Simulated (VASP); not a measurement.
# RbBr (F-43m) in VASP: settings compared, part 2 of 2

VASP 6.6.1.

## 3. Dielectric tensor, PBE

This run uses another cell than the first one, of 57.94 Å³/atom, 1.043 times its volume.

The input, INCAR:

```
PREC = Accurate
ENCUT = 520
EDIFF = 1E-8
ISMEAR = 0
SIGMA = 0.01
LREAL = F
LASPH = T
NELM = 80
ALGO = Normal
ISIF = 2
LWAVE = F
LCHARG = F
GGA = PE
LEPSILON = T
```

The input, KPOINTS:

```
Automatic mesh
0
Gamma
  6 6 6
```

The input, POSCAR:

```
RbBr
1.0
    0.0000000000      3.8694971258      3.8694971258
    3.8694971258      0.0000000000      3.8694971258
    3.8694971258      3.8694971258      0.0000000000
Rb Br
1 1
Direct
    0.0000000000      0.0000000000      0.0000000000
    0.2500000000      0.2500000000      0.2500000000
```

Potentials or basis: VASP PAW PBE potentials, release 64 (Rb_sv, Br).

Launch:

```
cat potpaw_PBE.64/Rb_sv/POTCAR potpaw_PBE.64/Br/POTCAR > POTCAR
mpirun -np 1 vasp_std > vasp.out
```

OUTCAR:

```text
PREC = Accurate
   ENCUT = 520
   EDIFF = 1E-8
   ISMEAR = 0
   LREAL = F
   LASPH = T
   NELM = 80
   ISIF = 2
   GGA = PE
   LEPSILON = T

 ion  position               nearest neighbor table
   1  0.000  0.000  0.000-   2 3.35   2 3.35   2 3.35   2 3.35
   2  0.250  0.250  0.250-   1 3.35   1 3.35   1 3.35   1 3.35

  LATTYP: Found a face centered cubic cell.
 ALAT       =     7.7389942516

  Lattice vectors:

 A1 = (   0.0000000000,   3.8694971258,   3.8694971258)
 A2 = (   3.8694971258,   0.0000000000,   3.8694971258)
 A3 = (   3.8694971258,   3.8694971258,   0.0000000000)

Analysis of symmetry for initial positions (statically):
=====================================================================
 Subroutine PRICEL returns:
 Original cell was already a primitive cell.

 Routine SETGRP: Setting up the symmetry group for a
 face centered cubic supercell.

 Subroutine GETGRP returns: Found 24 space group operations
 (whereof 24 operations were pure point group operations)
 out of a pool of 48 trial point group operations.

The static configuration has the point symmetry T_d .

Analysis of symmetry for dynamics (positions and initial velocities):
=====================================================================
 Subroutine PRICEL returns:
 Original cell was already a primitive cell.

 Routine SETGRP: Setting up the symmetry group for a
 face centered cubic supercell.

 Subroutine GETGRP returns: Found 24 space group operations
 (whereof 24 operations were pure point group operations)
 out of a pool of 48 trial point group operations.

The dynamic configuration has the point symmetry T_d .

 Subroutine INISYM returns: Found 24 space group operations
 (whereof 24 operations are pure point group operations),
 and found     1 'primitive' translations

----------------------------------------------------------------------------------------

                                     Primitive cell

  volume of cell :     115.8760

  direct lattice vectors                    reciprocal lattice vectors
     0.000000000  3.869497126  3.869497126    -0.129215757  0.129215757  0.129215757
     3.869497126  0.000000000  3.869497126     0.129215757 -0.129215757  0.129215757
     3.869497126  3.869497126  0.000000000     0.129215757  0.129215757 -0.129215757

  length of vectors
     5.472295315  5.472295315  5.472295315     0.223808256  0.223808256  0.223808256

  position of ions in fractional coordinates (direct lattice)
     0.000000000  0.000000000  0.000000000
     0.250000000  0.250000000  0.250000000

  ion indices of the primitive-cell ions
   primitive index   ion index
                 1           1
                 2           2

[... 338 lines left out ...]
  band No.  band energies     occupation
      1     -27.6670      2.00000
      2     -15.0131      2.00000
      3     -11.8152      2.00000
      4     -11.8066      2.00000
      5     -11.6784      2.00000
      6      -3.3895      2.00000
      7      -3.1698      2.00000
      8      -3.0819      2.00000
      9       2.9371      0.00000
     10       3.6450      0.00000
     11       5.2931      0.00000
     12       5.5292      0.00000

  FORCE on cell =-STRESS in cart. coord.  units (eV):
  Direction    XX          YY          ZZ          XY          YZ          ZX
  --------------------------------------------------------------------------------------
  -------------------------------------------------------------------------------------
  Total        0.1368983      0.1368983      0.1368983      0.0000000      0.0000000      0.0000000
  in kB        1.8928457      1.8928457      1.8928457      0.0000000      0.0000000      0.0000000
  external PRESSURE =       1.8928457 kB  Pullay stress =       0.0000000 kB

 VOLUME and BASIS-vectors are now :
 -----------------------------------------------------------------------------
  energy-cutoff  :      520.00
  volume of cell :      115.88
      direct lattice vectors                 reciprocal lattice vectors
     0.000000000  3.869497126  3.869497126    -0.129215757  0.129215757  0.129215757
     3.869497126  0.000000000  3.869497126     0.129215757 -0.129215757  0.129215757
     3.869497126  3.869497126  0.000000000     0.129215757  0.129215757 -0.129215757

 POSITION                                       TOTAL-FORCE (eV/Angst)
 -----------------------------------------------------------------------------------
      0.00000      0.00000      0.00000        -0.000000     -0.000000     -0.000000
      1.93475      1.93475      1.93475         0.000000      0.000000      0.000000
 -----------------------------------------------------------------------------------
    total drift:                                0.000000      0.000000      0.000000

  FREE ENERGIE OF THE ION-ELECTRON SYSTEM (eV)
  ---------------------------------------------------
  free  energy   TOTEN  =        -5.9275164140 eV

  energy  without entropy=       -5.9275164140  energy(sigma->0) =       -5.92751641

 HEAD OF MICROSCOPIC STATIC DIELECTRIC TENSOR (INDEPENDENT PARTICLE, excluding Hartree and local field effects)
 ------------------------------------------------------
           2.279035    -0.000000     0.000000
           0.000000     2.279035    -0.000000
           0.000000    -0.000000     2.279035
 ------------------------------------------------------

 Free energy of the ion-electron system (eV)
  ---------------------------------------------------
  ---------------------------------------------------
  free energy    TOTEN  =        -0.37661332 eV

  energy without entropy =       -0.37661332

------------------------ aborting loop because EDIFF is reached ----------------------------------------

--------------------------------------- Ionic step        2  -------------------------------------------

------------------------ aborting loop because EDIFF is reached ----------------------------------------

--------------------------------------- Ionic step        3  -------------------------------------------

 Free energy of the ion-electron system (eV)
  ---------------------------------------------------
  ---------------------------------------------------
  free energy    TOTEN  =        -0.37661325 eV

  energy without entropy =       -0.37661325

------------------------ aborting loop because EDIFF is reached ----------------------------------------

 PIEZOELECTRIC TENSOR FIELD DIRECTION 3  (e Angst)
 -----------------------------------------------------------------------------
     0.00009 -0.67431  0.00000           ( -0.00000  0.00920  0.00000)
    -0.67431  0.00009  0.00000           (  0.00920 -0.00000  0.00000)
     0.00000  0.00000 -0.00011           (  0.00000  0.00000 -0.00000)

 PIEZOELECTRIC TENSOR FIELD DIRECTION 3  (C/m^2)
 -----------------------------------------------------------------------------
     0.00001 -0.09323  0.00000
    -0.09323  0.00001  0.00000
     0.00000  0.00000 -0.00002

 MACROSCOPIC STATIC DIELECTRIC TENSOR (including local field effects in DFT)
 ------------------------------------------------------
           2.015526     0.000000    -0.000000
          -0.000000     2.015526    -0.000000
           0.000000     0.000000     2.015526
 ------------------------------------------------------

 PIEZOELECTRIC TENSOR (including local field effects)  for field in x, y, z        (e  Angst)
          XX          YY          ZZ          XY          YZ          ZX
  --------------------------------------------------------------------------------
  x     0.00000    -0.00000     0.00000     0.00000    -0.67505    -0.00000
  y     0.00000    -0.00000     0.00000     0.00000     0.00000    -0.67505
  z    -0.00000     0.00000    -0.00000    -0.67505     0.00000     0.00000

 PIEZOELECTRIC TENSOR (including local field effects)  for field in x, y, z        (C/m^2)
          XX          YY          ZZ          XY          YZ          ZX
  --------------------------------------------------------------------------------
  x     0.00000    -0.00000     0.00000     0.00000    -0.09334    -0.00000
  y     0.00000    -0.00000     0.00000     0.00000     0.00000    -0.09334
  z    -0.00000     0.00000    -0.00000    -0.09334     0.00000     0.00000

 BORN EFFECTIVE CHARGES (including local field effects) (in |e|, cummulative output)
 ---------------------------------------------------------------------------------
 ion    1
    1     1.05979     0.00000     0.00000
    2     0.00000     1.05979    -0.00000
    3     0.00000    -0.00000     1.05979
 ion    2
    1    -1.05979     0.00000     0.00000
    2     0.00000    -1.05979     0.00000
    3    -0.00000     0.00000    -1.05979
```

OSZICAR:

```text
N       E                     dE             d eps       ncg     rms          rms(c)
DAV:   1     0.100270219153E+03    0.10027E+03   -0.61147E+03   384   0.107E+03
DAV:   2     0.199995121082E+01   -0.98270E+02   -0.91454E+02   572   0.183E+02
[... 12 lines left out ...]
RMM:  10    -0.376622597514E+00    0.14799E-04   -0.28731E-05  2551   0.473E-03    0.639E-04
RMM:  11    -0.376616639249E+00    0.59583E-05   -0.29287E-06  2638   0.239E-03    0.308E-04
RMM:  12    -0.376615491387E+00    0.11479E-05   -0.49212E-06  2655   0.109E-03    0.935E-05
RMM:  13    -0.376613356423E+00    0.21350E-05    0.10904E-06  2674   0.499E-04    0.543E-05
RMM:  14    -0.376613423183E+00   -0.66760E-07   -0.11201E-06  2306   0.225E-04    0.178E-05
RMM:  15    -0.376613253291E+00    0.16989E-06    0.63344E-07  1893   0.118E-04    0.119E-05
RMM:  16    -0.376613248100E+00    0.51915E-08   -0.67331E-08  1549   0.864E-05    0.655E-06
```

stdout:

```text
POSCAR found type information on POSCAR RbBr
 POSCAR found :  2 types and       2 ions
 scaLAPACK will be used
 LDA part: xc-table for (Slater+PW92), standard interpolation
 POSCAR, INCAR and KPOINTS ok, starting setup
 FFT: planning ... GRIDC
 FFT: planning ... GRID_SOFT
 FFT: planning ... GRID
 WAVECAR not read
 entering main loop
 Linear response reoptimize wavefunctions to high precision
 Linear response G [H, r] |phi>, progress :
  Direction:   1
 Linear response G [H, r] |phi>, progress :
  Direction:   2
 Linear response G [H, r] |phi>, progress :
  Direction:   3
 Linear response to external field (no local field effect), progress :
  Direction:   1
 dielectric tensor                  component  1 :     2.295     0.065     0.039
 Linear response to external field (no local field effect), progress :
  Direction:   2
 dielectric tensor                  component  2 :     0.065     2.289    -0.052
 Linear response to external field (no local field effect), progress :
  Direction:   3
 dielectric tensor                  component  3 :     0.040    -0.052     2.253
 Linear response to external field, progress :
  Direction:   1
 dielectric tensor                  component  1 :     2.016     0.031     0.016
 Linear response to external field, progress :
  Direction:   2
 dielectric tensor                  component  2 :     0.031     2.016     0.001
 Linear response to external field, progress :
  Direction:   3
 dielectric tensor                  component  3 :     0.021     0.026     2.016
 Born effective charges drift removed
```

It took 11 min on 1 thread of Intel Xeon 6975P-C, shared host; peak memory 0.4 GiB.

What came out:

| Quantity | Value |
| --- | --- |
| Band gap on the k mesh | 4.08 eV, indirect (least direct gap 4.16 eV) |
| Electronic dielectric tensor (diagonal) | 2.02 |
| Born charges (mean of the diagonal) | Rb +1.06; Br -1.06 e |

Levels at points of the mesh, in eV from the valence-band top:
```tsv
k point	band 4	band 5	band 6	band 7	band 8	band 9	band 10	band 11	band 12
(0.00, 0.00, 0.00)	-8.70	-8.70	-0.09	-0.09	-0.09	4.08	8.16	8.16	9.12
(0.50, 0.00, 0.00)	-8.71	-8.65	-0.30	-0.04	-0.04	6.27	6.48	7.81	7.81
(0.50, 0.50, 0.00)	-8.73	-8.61	-0.39	0.00	0.00	5.92	6.73	8.42	8.95
```

Electronic dielectric tensor:
```
2.02 0.00 0.00
0.00 2.02 0.00
0.00 0.00 2.02
```

Born effective charge tensors (e):
atom 1, Rb
```
1.06 0.00 0.00
0.00 1.06 0.00
0.00 0.00 1.06
```
atom 2, Br
```
-1.06  0.00  0.00
 0.00 -1.06  0.00
 0.00  0.00 -1.06
```

A k mesh can miss the band edges.
